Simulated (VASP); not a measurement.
# MgS (R3m) in VASP: notebook

Runs on MgS. Level: PBE. Tasks: single point.

Program: VASP 6.6.1. These are calculated values, not measurements. Logs are shortened: lines on timing, memory, paths and dates and some standing lists are left out, and cuts for length are marked.

## Step 1: The cell of the first run

It takes space group R3m (No. 160, trigonal). The conventional cell has a = 4.057 Å, b = 4.057 Å, c = 8.760 Å, α = 90.00°, β = 90.00°, γ = 120.00°. Mg (site symmetry 3m) has 4 S at 2.30 to 2.42 Å within 3.0 Å. Within 3.0 Å of S (site symmetry 3m) lie 4 Mg at 2.30 to 2.42 Å.

## Step 2: Single point, PBE (strained and its atoms moved)

File INCAR:

```
  PREC = Accurate
  ENCUT = 520
  EDIFF = 1E-6
  ISMEAR = 0
  SIGMA = 0.02
  LREAL = F
  LASPH = T
  NELM = 60
  ALGO = Normal
  ISIF = 2
  LWAVE = F
  LCHARG = F
  GGA = PE
  NBANDS = 11
```

File KPOINTS:

```
Automatic mesh
0
Gamma
  8 8 8
```

File POSCAR:

```
MgS
1.0
    0.0000000000      2.8687606970      2.8687606970
    2.8687606970      0.0000000000      2.8687606970
    2.6421110932      2.6421110932      0.2266496037
Mg S
1 1
Direct
    0.0061135807      0.0061135807     -0.0183407421
    0.7438864193      0.7438864193      0.7683407421
```

Potentials or basis: VASP PAW PBE potentials, release 64 (Mg, S).

Started as:

```console
$ cat potpaw_PBE.64/Mg/POTCAR potpaw_PBE.64/S/POTCAR > POTCAR
$ mpirun -np 1 vasp_std > vasp.out
```

OUTCAR:

```text
PREC = Accurate
   ENCUT = 520
   EDIFF = 1E-6
   ISMEAR = 0
   LREAL = F
   LASPH = T
   NELM = 60
   ISIF = 2
   GGA = PE

 ion  position               nearest neighbor table
   1  0.006  0.006  0.982-   2 2.30   2 2.42   2 2.42   2 2.42
   2  0.744  0.744  0.768-   1 2.30   1 2.42   1 2.42   1 2.42

  LATTYP: Found a trigonal (rhomboedric) cell.
 ALAT       =     3.7433770984
 COS(alpha) =     0.4126979910

  Lattice vectors:

 A1 = (   2.6421110932,  -0.2266496038,  -2.6421110933)
 A2 = (  -0.2266496038,   2.6421110932,  -2.6421110933)
 A3 = (   2.6421110932,   2.6421110932,   0.2266496037)

Analysis of symmetry for initial positions (statically):
=====================================================================
 Subroutine PRICEL returns:
 Original cell was already a primitive cell.

 Routine SETGRP: Setting up the symmetry group for a
 trigonal (rhombohedral) supercell.

 Subroutine GETGRP returns: Found  6 space group operations
 (whereof  6 operations were pure point group operations)
 out of a pool of 12 trial point group operations.

The static configuration has the point symmetry C_3v.

Analysis of symmetry for dynamics (positions and initial velocities):
=====================================================================
 Subroutine PRICEL returns:
 Original cell was already a primitive cell.

 Routine SETGRP: Setting up the symmetry group for a
 trigonal (rhombohedral) supercell.

 Subroutine GETGRP returns: Found  6 space group operations
 (whereof  6 operations were pure point group operations)
 out of a pool of 12 trial point group operations.

The dynamic configuration has the point symmetry C_3v.

 Subroutine INISYM returns: Found  6 space group operations
 (whereof  6 operations are pure point group operations),
 and found     1 'primitive' translations

----------------------------------------------------------------------------------------

                                     Primitive cell

  volume of cell :      41.6227

  direct lattice vectors                    reciprocal lattice vectors
     0.000000000  2.868760697  2.868760697    -0.182101963  0.166480615  0.182101963
     2.868760697  0.000000000  2.868760697     0.166480615 -0.182101963  0.182101963
     2.642111093  2.642111093  0.226649604     0.197723312  0.197723312 -0.197723312

  length of vectors
     4.057040285  4.057040285  3.743377098     0.306656233  0.306656233  0.342466822

  position of ions in fractional coordinates (direct lattice)
     0.006113581  0.006113581  0.981659258
     0.743886419  0.743886419  0.768340742

  ion indices of the primitive-cell ions
   primitive index   ion index
                 1           1
                 2           2

----------------------------------------------------------------------------------------

 KPOINTS: Automatic mesh

Automatic generation of k-mesh.
 Grid dimensions read from file:
 generate k-points for:    8    8    8

 Generating k-lattice:

  Cartesian coordinates                     Fractional coordinates (reciprocal lattice)
    -0.022762745  0.020810077  0.022762745     0.125000000  0.000000000  0.000000000
     0.020810077 -0.022762745  0.022762745     0.000000000  0.125000000  0.000000000
     0.024715414  0.024715414 -0.024715414     0.000000000  0.000000000  0.125000000

  Length of vectors
     0.038332029  0.038332029  0.042808353

  Shift w.r.t. Gamma in fractional coordinates (k-lattice)
     0.000000000  0.000000000  0.000000000

 Subroutine IBZKPT returns following result:
 ===========================================

 Found     65 irreducible k-points:

 Following reciprocal coordinates:
            Coordinates               Weight
  0.000000  0.000000  0.000000      1.000000
  0.125000  0.000000  0.000000      6.000000
  0.250000  0.000000  0.000000      6.000000
  0.375000  0.000000  0.000000      6.000000
  0.500000  0.000000  0.000000      3.000000
  0.125000  0.125000  0.000000      6.000000
[... 16 lines left out ...]
  0.250000  0.000000  0.125000      6.000000
  0.375000  0.000000  0.125000      6.000000
 [... further k-points ...]
   k-points           NKPTS =     65   k-points in BZ     NKDIM =     65   number of bands    NBANDS=     11
   number of dos      NEDOS =    301   number of ions     NIONS =      2
   total plane-waves  NPLWV =  25200
   dimension x,y,z NGX =    30 NGY =   30 NGZ =   28
   dimension x,y,z NGXF=    60 NGYF=   60 NGZF=   56
   ions per type =               1   1
   NGX,Y,Z   is equivalent  to a cutoff of  12.29, 12.29, 12.43 a.u.
   NGXF,Y,Z  is equivalent  to a cutoff of  24.59, 24.59, 24.87 a.u.
 SYSTEM =  unknown system
   PREC   = accura    normal or accurate (medium, high low for compatibility)
   ISTART =      0    job   : 0-new  1-cont  2-samecut
   ICHARG =      2    charge: 1-file 2-atom 10-const
   ISPIN  =      1    spin polarized calculation?
   LNONCOLLINEAR =      F non collinear calculations
   LSORBIT =      F    spin-orbit coupling
   LASPH  =      T    aspherical Exc in radial PAW
   ENCUT  =  520.0 eV  38.22 Ry    6.18 a.u.   7.54  7.54  6.96*2*pi/ulx,y,z
   NELM   =     60;   NELMIN=  2; NELMDL= -5     # of ELM steps
   EDIFF  = 0.1E-05   stopping-criterion for ELM
   LREAL  =      F    real-space projection
   EDIFFG = 0.1E-04   stopping-criterion for IOM
   NSW    =      0    number of steps for IOM
   IBRION =     -1    ionic relax: 0-MD 1-quasi-New 2-CG
   NFREE  =      0    steps in history (QN), initial steepest desc. (CG)
   ISIF   =      2    stress and relaxation
   ISYM   =      2    0-nonsym 1-usesym 2-fastsym
   POTIM  = 0.5000    time-step for ionic-motion
   TEBEG  =    0.0;   TEEND  =   0.0 temperature during run
   PSTRESS=    0.0 pullay stress
   NELECT =       8.0000    total number of electrons
   NUPDOWN=      -1.0000    fix difference up-down
   EMIN   =  10.00;   EMAX   =-10.00  energy-range for DOS
   EFERMI =   0.00;   METHOD = LEGACY
   ISMEAR =     0;   SIGMA  =   0.02  broadening in eV -4-tet -1-fermi 0-gaus
   EFERMI_NEDOS =   21; number of points for ismear=-14 and -15
   IALGO  =     38    algorithm
   IMIX   =      4    mixing-type and parameters
     AMIX     =   0.40;   BMIX     =  1.00
     AMIX_MAG =   1.60;   BMIX_MAG =  1.00
  volume/ion in A,a.u.               =      20.81       140.44
  Fermi-wavevector in a.u.,A,eV,Ry     =   0.944774  1.785364 12.144530  0.892598
  Thomas-Fermi vector in A             =   2.072611
   LORBIT       =      0    0 simple, 1 ext, 2 COOP (PROOUT), +10 PAW based schemes
   GGA     = PE    functional components
   LHFCALC =     F    Hartree Fock is set to
   AEXX    =    0.0000 exact exchange contribution
   IVDW    =     0    specifies the selected vdW correction
   LEPSILON=     F    determine dielectric tensor
   LRPA    =     F    only Hartree local field effects (RPA)
 non-spin polarized calculation
 Gauss-broadening in eV      SIGMA  =   0.02
  energy-cutoff  :      520.00
  volume of cell :       41.62
 maximum number of plane-waves:      1150
   NGX = 15   NGY = 15   NGZ = 13

 number of electron       8.0000000 magnetization

 Free energy of the ion-electron system (eV)
  ---------------------------------------------------
  ext. energy  EPLUGINS =         0.00000000
  ---------------------------------------------------
  free energy    TOTEN  =        -8.29442569 eV

  energy without entropy =       -8.29442569  energy(sigma->0) =       -8.29442569

 E-fermi :   2.2248     XC(G=0):  -8.7352

 val. band max:        2.0613790276   @ k =   0.0000   0.0000   0.0000
 cond. band min:       5.3111620802   @ k =   0.5000   0.5000   0.0000
 fundamental gap:      3.2497830527
 Fermi energy:         2.2247594337

 k-point     1 :       0.0000    0.0000    0.0000
  band No.  band energies     occupation
      1      -9.9157      2.00000
      2       1.4956      2.00000
      3       1.4956      2.00000
      4       2.0614      2.00000
      5       5.3581      0.00000
      6       9.2569      0.00000
      7       9.2569      0.00000
      8      11.2786      0.00000
      9      12.7802      0.00000
     10      12.7802      0.00000
     11      15.9468      0.00000

 k-point     2 :       0.1250    0.0000    0.0000
  band No.  band energies     occupation
      1      -9.8197      2.00000
      2       0.8156      2.00000
      3       1.4700      2.00000
      4       1.9440      2.00000
      5       6.0352      0.00000
      6       9.3166      0.00000
      7       9.4297      0.00000
      8      11.2723      0.00000
      9      12.1885      0.00000
     10      12.5308      0.00000
     11      15.3237      0.00000

 k-point     3 :       0.2500    0.0000    0.0000
  band No.  band energies     occupation
      1      -9.5690      2.00000
      2      -0.4471      2.00000
      3       1.4129      2.00000
      4       1.7940      2.00000
      5       6.9476      0.00000
      6       9.5372      0.00000
      7       9.5719      0.00000
      8      11.0205      0.00000
      9      11.9083      0.00000
     10      13.0193      0.00000
     11      14.5544      0.00000

 k-point     4 :       0.3750    0.0000    0.0000
  band No.  band energies     occupation
      1      -9.2849      2.00000
      2      -1.4636      2.00000
      3       1.3620      2.00000
      4       1.6723      2.00000
      5       7.2187      0.00000
      6       9.2855      0.00000
      7       9.9817      0.00000
      8      10.7254      0.00000
      9      12.9086      0.00000
     10      14.0655      0.00000
     11      14.9892      0.00000
[... 239 lines left out ...]
 k-point    22 :       0.0000    0.0000    0.1250
  band No.  band energies     occupation
      1      -9.7836      2.00000
      2       1.2910      2.00000
      3       1.3968      2.00000
      4       1.3968      2.00000
      5       6.0130      0.00000
      6       9.5660      0.00000
      7       9.5660      0.00000
      8      10.7982      0.00000
      9      11.9753      0.00000
     10      11.9753      0.00000
     11      15.0660      0.00000

 k-point    23 :       0.2500    0.0000    0.1250
  band No.  band energies     occupation
      1      -9.5953      2.00000
      2       0.0161      2.00000
      3       1.1192      2.00000
      4       1.5341      2.00000
      5       7.1023      0.00000
      6       9.1905      0.00000
      7      10.1804      0.00000
      8      10.4657      0.00000
      9      12.0362      0.00000
     10      13.1815      0.00000
     11      16.0917      0.00000

 k-point    24 :       0.3750    0.0000    0.1250
  band No.  band energies     occupation
      1      -9.3215      2.00000
      2      -0.9815      2.00000
      3       1.0702      2.00000
      4       1.2542      2.00000
      5       7.4675      0.00000
      6       9.5196      0.00000
      7      10.0788      0.00000
      8      10.6168      0.00000
      9      13.1489      0.00000
     10      13.7803      0.00000
     11      15.4824      0.00000

 [... further k-points ...]
[... 5 lines left out ...]
  --------------------------------------------------------------------------------------
  -------------------------------------------------------------------------------------
  Total        1.7951689      1.7951689      1.7951689      0.9689156     -0.9689156     -0.9689156
  in kB       69.1011284     69.1011284     69.1011285     37.2963024    -37.2963024    -37.2963024
  external PRESSURE =      69.1011284 kB  Pullay stress =       0.0000000 kB

 VOLUME and BASIS-vectors are now :
 -----------------------------------------------------------------------------
  energy-cutoff  :      520.00
  volume of cell :       41.62
      direct lattice vectors                 reciprocal lattice vectors
     0.000000000  2.868760697  2.868760697    -0.182101963  0.166480615  0.182101963
     2.868760697  0.000000000  2.868760697     0.166480615 -0.182101963  0.182101963
     2.642111093  2.642111093  0.226649604     0.197723312  0.197723312 -0.197723312

 POSITION                                       TOTAL-FORCE (eV/Angst)
 -----------------------------------------------------------------------------------
      2.61119      2.61119      0.25757        -0.372485     -0.372485      0.372485
      4.16407      4.16407      4.44221         0.372485      0.372485     -0.372485
 -----------------------------------------------------------------------------------
    total drift:                               -0.000120     -0.000120      0.000122

  FREE ENERGIE OF THE ION-ELECTRON SYSTEM (eV)
  ---------------------------------------------------
  free  energy   TOTEN  =        -8.2944256934 eV

  energy  without entropy=       -8.2944256934  energy(sigma->0) =       -8.29442569
```

Wall time 45 s (1 thread of Intel Xeon Platinum 8259CL at 2.50GHz (Skylake/Cascade Lake), shared host); peak memory 0.18 GiB.

What came out:

```
Free energy            : -8.2944 eV
Pressure               : 6.9 GPa
Largest force          : 0.645 eV/Å
Band gap on the k mesh : 3.25 eV, indirect (least direct gap 3.30 eV)
```

Forces on the atoms (eV/Å):
```
Mg  -0.372 -0.372  0.372
S    0.372  0.372 -0.372
```

Levels at points of the mesh, in eV from the valence-band top:
```csv
k point,band 1,band 2,band 3,band 4,band 5,band 6,band 7,band 8
"(0.00, 0.00, 0.00)",-11.98,-0.57,-0.57,0.00,3.30,7.20,7.20,9.22
"(0.50, 0.00, 0.00)",-11.22,-3.91,-0.72,-0.44,5.16,7.05,8.01,8.69
"(0.50, 0.50, 0.00)",-10.86,-3.47,-1.89,-1.12,3.25,5.50,11.12,12.16
"(0.00, 0.00, 0.50)",-10.90,-3.64,-1.13,-1.13,4.51,6.65,6.65,8.36
```

Caveat: the cell differs from its parent crystal (strained and its atoms moved). A k mesh can miss the band edges.

## Step 3: Single point, PBE (strained and its atoms moved)

File INCAR:

```
PREC = Accurate ; ENCUT = 520
EDIFF = 1E-6 ; ISMEAR = 0
SIGMA = 0.02 ; LREAL = False
LASPH = True ; NELM = 60
ALGO = Normal ; ISIF = 2
LWAVE = False ; LCHARG = True
GGA = PE ; LELF = True
LVHAR = True ; NBANDS = 11
```

KPOINTS is that of step 2.

File POSCAR:

```
MgS
1.0
    0.0000000000      3.0301635461      3.0301635461
    3.0301635461      0.0000000000      3.0301635461
    2.8035139423      2.8035139423      0.2266496037
Mg S
1 1
Direct
    0.0061135807      0.0061135807     -0.0183407421
    0.7438864193      0.7438864193      0.7683407421
```

Potentials or basis: VASP PAW PBE potentials, release 64 (Mg, S).

Started as:

```console
$ cat potpaw_PBE.64/Mg/POTCAR potpaw_PBE.64/S/POTCAR > POTCAR
$ mpirun -np 1 vasp_std > vasp.out
```

It took 37 s on 1 thread of Intel Xeon Platinum 8259CL at 2.50GHz (Skylake/Cascade Lake), shared host; peak memory 0.19 GiB.

It converged, with:

```
Free energy            : -8.3565 eV
Pressure               : -3.4 GPa
Largest force          : 0.089 eV/Å
Band gap on the k mesh : 2.59 eV, direct
```

Forces in eV/Å, atoms in the order of the input:
```
Mg  -0.052 -0.052  0.052
S    0.052  0.052 -0.052
```

Stress tensor (GPa, compression positive):
```
-3.43  2.26 -2.26
 2.26 -3.43 -2.26
-2.26 -2.26 -3.43
```

Levels at points of the mesh, in eV from the valence-band top:
| k point | band 2 | band 3 | band 4 | band 5 | band 6 | band 7 |
| --- | --- | --- | --- | --- | --- | --- |
| (0.00, 0.00, 0.00) | -0.43 | -0.43 | 0.00 | 2.59 | 6.96 | 6.96 |
| (0.50, 0.00, 0.00) | -3.22 | -0.58 | -0.36 | 4.60 | 7.02 | 7.40 |
| (0.50, 0.50, 0.00) | -2.89 | -1.51 | -0.92 | 3.48 | 5.34 | 9.71 |
| (0.00, 0.00, 0.50) | -2.99 | -0.89 | -0.89 | 4.05 | 6.60 | 6.60 |

Caveat: the cell differs from its parent crystal (strained and its atoms moved).
